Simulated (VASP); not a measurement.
# MgO (CsCl type) (Pm-3m) in VASP: further runs, part 2 of 2

VASP 6.6.1. The steps go on from the part before.

### Step 3. Single point, PBE

The input, INCAR:

```
ALGO = Normal
EDIFF = 1E-6
ENCUT = 520
GGA = PE
ISIF = 2
ISMEAR = -1
LASPH = T
LCHARG = T
LELF = T
LREAL = F
LVHAR = T
LWAVE = F
NBANDS = 11
NELM = 100
PREC = Accurate
SIGMA = 0.05
```

The input, KPOINTS:

```
k-points
0
Gamma
  14 14 14
```

The input, POSCAR:

```
MgO
1.0
    2.5903046638      0.0000000000      0.0000000000
    0.0000000000      2.5903046638      0.0000000000
    0.0000000000      0.0000000000      2.5903046638
Mg O
1 1
Direct
    0.0000000000      0.0000000000      0.0000000000
    0.5000000000      0.5000000000      0.5000000000
```

Potentials or basis: VASP PAW PBE potentials, release 64 (Mg, O).

Command:

```sh
cat potpaw_PBE.64/Mg/POTCAR potpaw_PBE.64/O/POTCAR > POTCAR
mpirun -np 1 vasp_std > vasp.out
```

OUTCAR:

```text
EDIFF = 1E-6
   ENCUT = 520
   GGA = PE
   ISIF = 2
   ISMEAR = -1
   LASPH = T
   LREAL = F
   NELM = 100
   PREC = Accurate

 ion  position               nearest neighbor table
   1  0.000  0.000  0.000-   2 2.24   2 2.24   2 2.24   2 2.24   2 2.24   2 2.24   2 2.24   2 2.24

   2  0.500  0.500  0.500-   1 2.24   1 2.24   1 2.24   1 2.24   1 2.24   1 2.24   1 2.24   1 2.24

  LATTYP: Found a simple cubic cell.
 ALAT       =     2.5903046638

  Lattice vectors:

 A1 = (   2.5903046638,   0.0000000000,   0.0000000000)
 A2 = (   0.0000000000,   2.5903046638,   0.0000000000)
 A3 = (   0.0000000000,   0.0000000000,   2.5903046638)

Analysis of symmetry for initial positions (statically):
=====================================================================
 Subroutine PRICEL returns:
 Original cell was already a primitive cell.

 Routine SETGRP: Setting up the symmetry group for a
 simple cubic supercell.

 Subroutine GETGRP returns: Found 48 space group operations
 (whereof 48 operations were pure point group operations)
 out of a pool of 48 trial point group operations.

The static configuration has the point symmetry O_h .

Analysis of symmetry for dynamics (positions and initial velocities):
=====================================================================
 Subroutine PRICEL returns:
 Original cell was already a primitive cell.

 Routine SETGRP: Setting up the symmetry group for a
 simple cubic supercell.

 Subroutine GETGRP returns: Found 48 space group operations
 (whereof 48 operations were pure point group operations)
 out of a pool of 48 trial point group operations.

The dynamic configuration has the point symmetry O_h .

 Subroutine INISYM returns: Found 48 space group operations
 (whereof 48 operations are pure point group operations),
 and found     1 'primitive' translations

----------------------------------------------------------------------------------------

                                     Primitive cell

  volume of cell :      17.3801

  direct lattice vectors                    reciprocal lattice vectors
     2.590304664  0.000000000  0.000000000     0.386054974  0.000000000  0.000000000
     0.000000000  2.590304664  0.000000000     0.000000000  0.386054974  0.000000000
     0.000000000  0.000000000  2.590304664     0.000000000  0.000000000  0.386054974

  length of vectors
     2.590304664  2.590304664  2.590304664     0.386054974  0.386054974  0.386054974

  position of ions in fractional coordinates (direct lattice)
     0.000000000  0.000000000  0.000000000
     0.500000000  0.500000000  0.500000000

  ion indices of the primitive-cell ions
   primitive index   ion index
                 1           1
                 2           2

----------------------------------------------------------------------------------------

 KPOINTS: k-points

Automatic generation of k-mesh.
 Grid dimensions read from file:
 generate k-points for:   14   14   14

 Generating k-lattice:

  Cartesian coordinates                     Fractional coordinates (reciprocal lattice)
     0.027575355  0.000000000  0.000000000     0.071428571  0.000000000  0.000000000
     0.000000000  0.027575355  0.000000000     0.000000000  0.071428571  0.000000000
     0.000000000  0.000000000  0.027575355     0.000000000  0.000000000  0.071428571

  Length of vectors
     0.027575355  0.027575355  0.027575355

  Shift w.r.t. Gamma in fractional coordinates (k-lattice)
     0.000000000  0.000000000  0.000000000

 Subroutine IBZKPT returns following result:
 ===========================================

 Found    120 irreducible k-points:

 Following reciprocal coordinates:
            Coordinates               Weight
  0.000000  0.000000  0.000000      1.000000
  0.071429  0.000000  0.000000      6.000000
  0.142857  0.000000  0.000000      6.000000
  0.214286  0.000000  0.000000      6.000000
  0.285714  0.000000  0.000000      6.000000
  0.357143  0.000000  0.000000      6.000000
[... 16 lines left out ...]
  0.285714  0.214286  0.000000     24.000000
  0.357143  0.214286  0.000000     24.000000
 [... further k-points ...]
   k-points           NKPTS =    120   k-points in BZ     NKDIM =    120   number of bands    NBANDS=     11
   number of dos      NEDOS =    301   number of ions     NIONS =      2
   total plane-waves  NPLWV =   8000
   dimension x,y,z NGX =    20 NGY =   20 NGZ =   20
   dimension x,y,z NGXF=    40 NGYF=   40 NGZF=   40
   ions per type =               1   1
   NGX,Y,Z   is equivalent  to a cutoff of  12.84, 12.84, 12.84 a.u.
   NGXF,Y,Z  is equivalent  to a cutoff of  25.67, 25.67, 25.67 a.u.
 SYSTEM =  unknown system
   PREC   = accura    normal or accurate (medium, high low for compatibility)
   ISTART =      0    job   : 0-new  1-cont  2-samecut
   ICHARG =      2    charge: 1-file 2-atom 10-const
   ISPIN  =      1    spin polarized calculation?
   LNONCOLLINEAR =      F non collinear calculations
   LSORBIT =      F    spin-orbit coupling
   LASPH  =      T    aspherical Exc in radial PAW
   ENCUT  =  520.0 eV  38.22 Ry    6.18 a.u.   4.82  4.82  4.82*2*pi/ulx,y,z
   NELM   =    100;   NELMIN=  2; NELMDL= -5     # of ELM steps
   EDIFF  = 0.1E-05   stopping-criterion for ELM
   LREAL  =      F    real-space projection
   EDIFFG = 0.1E-04   stopping-criterion for IOM
   NSW    =      0    number of steps for IOM
   IBRION =     -1    ionic relax: 0-MD 1-quasi-New 2-CG
   NFREE  =      0    steps in history (QN), initial steepest desc. (CG)
   ISIF   =      2    stress and relaxation
   ISYM   =      2    0-nonsym 1-usesym 2-fastsym
   POTIM  = 0.5000    time-step for ionic-motion
   TEBEG  =    0.0;   TEEND  =   0.0 temperature during run
   PSTRESS=    0.0 pullay stress
   NELECT =       8.0000    total number of electrons
   NUPDOWN=      -1.0000    fix difference up-down
   EMIN   =  10.00;   EMAX   =-10.00  energy-range for DOS
   EFERMI =   0.00;   METHOD = LEGACY
   ISMEAR =    -1;   SIGMA  =   0.05  broadening in eV -4-tet -1-fermi 0-gaus
   EFERMI_NEDOS =   21; number of points for ismear=-14 and -15
   IALGO  =     38    algorithm
   IMIX   =      4    mixing-type and parameters
     AMIX     =   0.40;   BMIX     =  1.00
     AMIX_MAG =   1.60;   BMIX_MAG =  1.00
  volume/ion in A,a.u.               =       8.69        58.64
  Fermi-wavevector in a.u.,A,eV,Ry     =   1.264020  2.388652 21.738665  1.597747
  Thomas-Fermi vector in A             =   2.397347
   LORBIT       =      0    0 simple, 1 ext, 2 COOP (PROOUT), +10 PAW based schemes
   GGA     = PE    functional components
   LHFCALC =     F    Hartree Fock is set to
   AEXX    =    0.0000 exact exchange contribution
   IVDW    =     0    specifies the selected vdW correction
   LEPSILON=     F    determine dielectric tensor
   LRPA    =     F    only Hartree local field effects (RPA)
 non-spin polarized calculation
  energy-cutoff  :      520.00
  volume of cell :       17.38
 maximum number of plane-waves:       480
 NGX is ok and might be reduce to    20
   NGX =  9   NGY =  9   NGZ =  9

 number of electron       8.0000005 magnetization

 Free energy of the ion-electron system (eV)
  ---------------------------------------------------
  ext. energy  EPLUGINS =         0.00000000
  ---------------------------------------------------
  free energy    TOTEN  =       -10.35153489 eV

  energy without entropy =      -10.35153489  energy(sigma->0) =      -10.35153489

 E-fermi :   6.5187     XC(G=0): -11.5480

 val. band max:        5.4830696680   @ k =   0.5000   0.5000   0.0000
 cond. band min:       8.4675517052   @ k =   0.0000   0.0000   0.0000
 fundamental gap:      2.9844820372
 Fermi energy:         6.5186926888

 k-point     1 :       0.0000    0.0000    0.0000
  band No.  band energies     occupation
      1     -13.3769      2.00000
      2       4.4195      2.00000
      3       4.4195      2.00000
      4       4.4195      2.00000
      5       8.4676      0.00000
      6      16.0248      0.00000
      7      16.0248      0.00000
      8      26.6084      0.00000
      9      26.6084      0.00000
     10      26.6084      0.00000
     11      33.6561      0.00000
[... 309 lines left out ...]
 k-point    24 :       0.3571    0.2143    0.0000
  band No.  band energies     occupation
      1     -11.9737      2.00000
      2       0.0633      2.00000
      3       2.6903      2.00000
      4       5.0043      2.00000
      5      13.1083      0.00000
      6      15.4695      0.00000
      7      17.9710      0.00000
      8      23.5020      0.00000
      9      24.9108      0.00000
     10      26.9415      0.00000
     11      27.7147      0.00000

 [... further k-points ...]

------------------------ aborting loop because EDIFF is reached ----------------------------------------

  FORCE on cell =-STRESS in cart. coord.  units (eV):
  Direction    XX          YY          ZZ          XY          YZ          ZX
  --------------------------------------------------------------------------------------
  -------------------------------------------------------------------------------------
  Total        1.3215407      1.3215407      1.3215407     -0.0000000     -0.0000000      0.0000000
  in kB      121.8256081    121.8256081    121.8256081     -0.0000000     -0.0000000      0.0000000
  external PRESSURE =     121.8256081 kB  Pullay stress =       0.0000000 kB

 VOLUME and BASIS-vectors are now :
 -----------------------------------------------------------------------------
  energy-cutoff  :      520.00
  volume of cell :       17.38
      direct lattice vectors                 reciprocal lattice vectors
     2.590304664  0.000000000  0.000000000     0.386054974  0.000000000  0.000000000
     0.000000000  2.590304664  0.000000000     0.000000000  0.386054974  0.000000000
     0.000000000  0.000000000  2.590304664     0.000000000  0.000000000  0.386054974

 POSITION                                       TOTAL-FORCE (eV/Angst)
 -----------------------------------------------------------------------------------
      0.00000      0.00000      0.00000         0.000000      0.000000      0.000000
      1.29515      1.29515      1.29515         0.000000      0.000000      0.000000
 -----------------------------------------------------------------------------------
    total drift:                                0.000000      0.000000      0.000000

  FREE ENERGIE OF THE ION-ELECTRON SYSTEM (eV)
  ---------------------------------------------------
  free  energy   TOTEN  =       -10.3515348946 eV

  energy  without entropy=      -10.3515348946  energy(sigma->0) =      -10.35153489
```

OSZICAR:

```text
N       E                     dE             d eps       ncg     rms          rms(c)
DAV:   1     0.160413586675E+02    0.16041E+02   -0.47332E+03  3016   0.656E+02
DAV:   2    -0.113994422340E+02   -0.27441E+02   -0.26176E+02  3139   0.135E+02
DAV:   3    -0.120044473951E+02   -0.60501E+00   -0.60453E+00  3095   0.174E+01
DAV:   4    -0.120057325569E+02   -0.12852E-02   -0.12851E-02  2867   0.922E-01
DAV:   5    -0.120057358747E+02   -0.33177E-05   -0.33177E-05  3121   0.458E-02    0.708E+00
DAV:   6    -0.104142619819E+02    0.15915E+01   -0.81402E+00  2685   0.159E+01    0.212E+00
DAV:   7    -0.103767668730E+02    0.37495E-01   -0.59763E-02  2868   0.213E+00    0.130E+00
DAV:   8    -0.103518212811E+02    0.24946E-01   -0.33156E-02  2843   0.188E+00    0.218E-01
DAV:   9    -0.103515891274E+02    0.23215E-03   -0.31596E-04  2939   0.131E-01    0.137E-01
DAV:  10    -0.103515364926E+02    0.52635E-04   -0.23364E-04  2790   0.129E-01    0.854E-03
DAV:  11    -0.103515350368E+02    0.14558E-05   -0.63683E-06  2922   0.165E-02    0.286E-03
DAV:  12    -0.103515348946E+02    0.14220E-06   -0.12765E-07  1458   0.355E-03
   1 F= -.10351535E+02 E0= -.10351535E+02  d E =-.131531E-10
```

It took 20 s on 1 thread of Intel Xeon 8259CL, shared host; peak memory 0.14 GiB.

Results:

```yaml
Free_energy: -10.3515 eV
Pressure: 12.2 GPa
Band_gap_on_the_k_mesh: 2.98 eV, indirect (least direct gap 4.05 eV)
```

A k mesh can miss the band edges. Expect the measured gap to be larger: semilocal functionals such as PBE lack the derivative discontinuity.

### Step 4. Relaxation of cell and atoms, PBE, target pressure 13 GPa, at which the enthalpy is minimised

This run uses another cell than the first one, of 8.40 Å³/atom, 0.967 times its volume.

The input, INCAR:

```
PREC = Accurate ; ENCUT = 600
EDIFF = 1E-6 ; ISMEAR = -1
SIGMA = 0.05 ; LREAL = False
LASPH = True ; NELM = 60
ALGO = Normal ; ISIF = 3
LWAVE = False ; LCHARG = False
GGA = PE ; IBRION = 2
NSW = 60 ; EDIFFG = -0.005
PSTRESS = 130.0
```

The input, KPOINTS:

```
Automatic mesh
0
Gamma
  14 14 14
```

The input, POSCAR:

```
MgO
1.0
    2.5615545654      0.0000000000      0.0000000000
    0.0000000000      2.5615545654      0.0000000000
    0.0000000000      0.0000000000      2.5615545654
Mg O
1 1
Direct
    0.0000000000      0.0000000000      0.0000000000
    0.5000000000      0.5000000000      0.5000000000
```

Command:

```sh
cat potpaw_PBE.64/Mg/POTCAR potpaw_PBE.64/O/POTCAR > POTCAR
mpirun -np 1 vasp_std > vasp.out
```

Wall time 46 s (1 thread of Intel Xeon 8259CL, shared host); peak memory 0.14 GiB.

It converged, with:

```
Free energy                                            : -10.3455 eV
Relaxed volume                                         : 8.64 Å³/atom
Relaxed cell                                           : a = 2.586 Å, b = 2.586 Å, c = 2.586 Å, α = 90.00°, β = 90.00°, γ = 90.00°
Space group after relaxing (to 0.05 Å)                 : Pm-3m (No. 221)
Energy change on relaxing (the enthalpy is what falls) : -23.6 meV/atom
Ionic steps                                            : 3
Pressure after relaxing                                : 13.0 GPa
Band gap on the k mesh                                 : 3.04 eV, indirect (least direct gap 4.11 eV)
```

Step by step:
```
step  energy change (eV)  largest force (eV/Å)  pressure (GPa)  volume (Å³)
   1              0.0000                0.0000           18.70        16.81
   2             -0.0660                0.0000           10.25        17.55
   3             -0.0473                0.0000           13.01        17.29
```

Final structure:
```yaml
crystal:
  lattice:
    - [2.58570, 0.00000, 0.00000]
    - [0.00000, 2.58570, 0.00000]
    - [0.00000, 0.00000, 2.58570]
  atoms:
    - { symbol: Mg, position: [0.00000, 0.00000, 0.00000] }
    - { symbol: O, position: [0.50000, 0.50000, 0.50000] }
```

Levels at points of the mesh, in eV from the valence-band top:
```csv
k point,band 1,band 2,band 3,band 4,band 5,band 6,band 7,band 8
"(0.00, 0.00, 0.00)",-18.90,-1.07,-1.07,-1.07,3.04,10.55,10.55,21.22
"(0.50, 0.00, 0.00)",-17.55,-6.84,-0.60,-0.60,7.50,10.03,14.85,17.73
"(0.50, 0.50, 0.00)",-16.59,-4.98,-4.98,0.00,5.16,12.78,12.78,13.79
"(0.50, 0.50, 0.50)",-15.65,-3.88,-3.88,-3.88,7.73,7.73,7.73,17.33
```

Caveat: the cell is relaxed towards a set pressure, so the enthalpy falls and the energy may rise.

### Step 5. Relaxation of cell and atoms, PBE, target pressure 13 GPa, at which the enthalpy is minimised

The input, INCAR:

```
SYSTEM = MgO
ALGO     = Normal         ! electronic algorithm
EDIFF    = 1E-6           ! SCF threshold, eV
EDIFFG   = -0.005         ! ionic threshold
ENCUT    = 600            ! plane-wave cutoff, eV
GGA      = PE             ! functional
IBRION   = 2              ! ionic algorithm
ISIF     = 3              ! what is computed and relaxed
ISMEAR   = -1             ! smearing method
LASPH    = .True.         ! aspherical terms in the spheres
LCHARG   = .False.        ! write CHGCAR
LREAL    = .False.        ! projectors in reciprocal space
LWAVE    = .False.        ! write WAVECAR
NELM     = 80             ! most SCF steps
NSW      = 32             ! ionic steps
PREC     = Accurate       ! precision mode
PSTRESS  = 130.0        
SIGMA    = 0.05           ! smearing width, eV
```

The input, KPOINTS:

```
k-points
0
Gamma
  14 14 14
  0 0 0
```

The input, POSCAR:

```
MgO
1.0
    2.5899589941      0.0000000000      0.0000000000
    0.0000000000      2.5899589941      0.0000000000
    0.0000000000      0.0000000000      2.5899589941
Mg O
1 1
Direct
    0.0000000000      0.0000000000      0.0000000000
    0.5000000000      0.5000000000      0.5000000000
```

Command:

```sh
cat potpaw_PBE.64/Mg/POTCAR potpaw_PBE.64/O/POTCAR > POTCAR
mpirun -np 1 vasp_std > vasp.out
```

Wall time 48 s (1 thread of Intel Xeon 8259CL, shared host); peak memory 0.16 GiB.

The run converged. Its results:

| Quantity | Value |
| --- | --- |
| Free energy | -10.3465 eV |
| Relaxed volume | 8.64 Å³/atom |
| Relaxed cell | a = 2.586 Å, b = 2.586 Å, c = 2.586 Å, α = 90.00°, β = 90.00°, γ = 90.00° |
| Space group after relaxing (to 0.05 Å) | Pm-3m (No. 221) |
| Energy change on relaxing (the enthalpy is what falls) | +3.5 meV/atom |
| Ionic steps | 3 |
| Pressure after relaxing | 13.0 GPa |
| Band gap on the k mesh | 3.04 eV, indirect (least direct gap 4.11 eV) |

Step by step:
| step | energy change (eV) | largest force (eV/Å) | pressure (GPa) | volume (Å³) |
| --- | --- | --- | --- | --- |
| 1 | 0.0000 | 0.0000 | 12.04 | 17.37 |
| 2 | 0.0104 | 0.0000 | 13.48 | 17.24 |
| 3 | 0.0070 | 0.0000 | 13.00 | 17.28 |

Final structure:
```
Mg O
1.0
     2.58550    0.00000    0.00000
     0.00000    2.58550    0.00000
     0.00000    0.00000    2.58550
Mg O
1 1
Direct
  0.00000 0.00000 0.00000
  0.50000 0.50000 0.50000
```

Levels at points of the mesh, in eV from the valence-band top:
| k point | band 1 | band 2 | band 3 | band 4 | band 5 | band 6 | band 7 | band 8 |
| --- | --- | --- | --- | --- | --- | --- | --- | --- |
| (0.00, 0.00, 0.00) | -18.90 | -1.07 | -1.07 | -1.07 | 3.04 | 10.55 | 10.55 | 21.22 |
| (0.50, 0.00, 0.00) | -17.55 | -6.84 | -0.60 | -0.60 | 7.50 | 10.03 | 14.85 | 17.73 |
| (0.50, 0.50, 0.00) | -16.59 | -4.98 | -4.98 | 0.00 | 5.16 | 12.78 | 12.78 | 13.80 |
| (0.50, 0.50, 0.50) | -15.65 | -3.89 | -3.89 | -3.89 | 7.73 | 7.73 | 7.73 | 17.33 |

Caveat: the cell is relaxed towards a set pressure, so the enthalpy falls and the energy may rise.

### Step 6. The runs side by side

| task | cell | cutoff (eV) | gap on the mesh (eV) | pressure (GPa) |
| --- | --- | --- | --- | --- |
| single point | a = 2.590 Å, 2 atoms | 520 | 2.98 | 12.2 |
| relaxation of cell and atoms | relaxed to 13 GPa from a = 2.562 Å, 2 atoms | 600 | 3.04 | 13.0 |
| relaxation of cell and atoms | relaxed to 13 GPa from a = 2.590 Å, 2 atoms | 600 | 3.04 | 13.0 |

Alike in all rows: level PBE; potentials or basis VASP PAW PBE potentials, release 64 (Mg, O); no spin polarisation; k mesh 14 × 14 × 14; smearing fermi-dirac 0.05 eV.

Caveats: the cell is relaxed towards a set pressure, so the enthalpy falls and the energy may rise (some runs).

Absolute energies hang on the potentials; compare differences alone.
